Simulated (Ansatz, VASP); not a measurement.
# Two plane-wave programs on Ta

INCAR

```
  ALGO = Normal
  EDIFF = 1E-7
  EDIFFG = -0.01
  ENCUT = 600
  GGA = RE
  IBRION = 2
  ISIF = 3
  ISMEAR = -1
  LASPH = T
  LCHARG = F
  LREAL = F
  LWAVE = F
  NELM = 60
  NSW = 80
  PREC = Accurate
  SIGMA = 0.1
```

Contents of KPOINTS:

```
k-points
0
Gamma
  8 8 11
```

POSCAR

```
Ta
1.0
    4.6735112553      0.0000000000      0.0000000000
   -2.3367556276      4.0473794720      0.0000000000
    0.0000000000      0.0000000000      2.8648623995
Ta
3
Direct
    0.0000000000      0.0000000000      0.0000000000
    0.3333333333      0.6666666667      0.5000000000
    0.6666666667      0.3333333333      0.5000000000
```

Input for Ansatz:

```yaml
crystal:
  lattice:
    - [4.6735112553, 0.0, 0.0]
    - [-2.3367556276, 4.047379472, 0.0]
    - [0.0, 0.0, 2.8648623995]
  atoms:
    - { symbol: Ta, position: [0.0, 0.0, 0.0] }
    - { symbol: Ta, position: [0.3333333333, 0.6666666667, 0.5] }
    - { symbol: Ta, position: [0.6666666667, 0.3333333333, 0.5] }
hamiltonian:
  xc: revpbe
  pseudopotentials:
    kind: paw
    azcp:
      Ta: "pseudopotentials/Ta.paw.azcp"
basis:
  ecutwfc: 420
  fft_grid_basis: typed
kpoints:
  mp_grid: { grid: [8, 8, 11], shift: [0, 0, 0] }
magnetization:
  spin_polarized: false
scf:
  occupations: { method: fermi_dirac, width: 0.1 }
relax:
  max_steps: 60
  f_tol: 0.01
  cell: {}
```

Alike in both runs: task relaxation of cell and atoms; functional revPBE; k mesh 8 × 8 × 11; occupations fermi-dirac, width 0.1 eV; no spin polarisation.

|  | VASP | Ansatz |
| --- | --- | --- |
| version | VASP 6.6.1 | Ansatz 0.2.0 |
| potentials or method | VASP PAW PBE potentials, release 64 (Ta_pv), cutoff 600 eV | plane waves (420 eV) with PAW, scalar-relativistic |
| valence electrons in the cell | 33 | 39 |

```csv
,VASP,Ansatz,Ansatz less VASP
relaxed volume (Å³/atom),18.91,18.89,-0.014
relaxed cell length with the largest relative difference (Å),2.744,2.743,-0.0009
```

VASP's potentials were made for PBE, not for revPBE. VASP's potentials hold 33 valence electrons a cell and Ansatz's 39, so a difference there can come from the potentials and not from the codes.

Neither program's run includes spin-orbit coupling.
